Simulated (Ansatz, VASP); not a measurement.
# ZnCu: VASP beside Ansatz

File INCAR:

```
SYSTEM = ZnCu
ALGO = Fast ; EDIFF = 1E-7
ENCUT = 520 ; GGA = PE
ISIF = 2 ; ISMEAR = 0
LASPH = .True. ; LCHARG = .False.
LREAL = .False. ; LWAVE = .False.
NBANDS = 18 ; NELM = 60
PREC = Accurate ; SIGMA = 0.1
```

File KPOINTS:

```
k-points
0
Gamma
  14 14 14
  0 0 0
```

Contents of POSCAR:

```
ZnCu
1.0
    2.9026925128      0.0000000000      0.0000000000
    0.0000000000      2.9026925128      0.0000000000
    0.0000000000      0.0000000000      2.9026925128
Zn Cu
1 1
Direct
    0.5000000000      0.5000000000      0.5000000000
    0.0000000000      0.0000000000      0.0000000000
```

Input for Ansatz:

```yaml
crystal:
  lattice:
    - [2.9026925128, 0.0, 0.0]
    - [0.0, 2.9026925128, 0.0]
    - [0.0, 0.0, 2.9026925128]
  atoms:
    - { symbol: Zn, position: [0.5, 0.5, 0.5] }
    - { symbol: Cu, position: [0.0, 0.0, 0.0] }
basis:
  ecutwfc: 420
kpoints:
  mp_grid: { grid: [14, 14, 14] }
hamiltonian:
  xc: pbe
scf:
  occupations: { method: gaussian, width: 0.1 }
output:
  forces: true
  stress: true
  eigenvalues: true
```

Alike in both runs: task single point; functional PBE; k mesh 14 × 14 × 14; occupations gaussian, width 0.1 eV; no spin polarisation.

|  | VASP | Ansatz |
| --- | --- | --- |
| version | VASP 6.6.1 | Ansatz 0.2.0 |
| potentials or method | VASP PAW PBE potentials, release 64 (Zn, Cu), cutoff 520 eV | scalar-relativistic, plane waves, PAW |
| valence electrons in the cell | 23 | 31 |

```tsv
	VASP	Ansatz	Ansatz less VASP
gap on the k mesh at the Fermi level (eV)	none	none	-
pressure (GPa)	8.9	8.4	-0.54
```

A gap of «none» marks a metal or a gap that the smearing closes. With one functional, cell and mesh, what is left measures potentials, basis and numerics. VASP's potentials hold 23 valence electrons a cell and Ansatz's 31, so a difference there can come from the potentials and not from the codes.
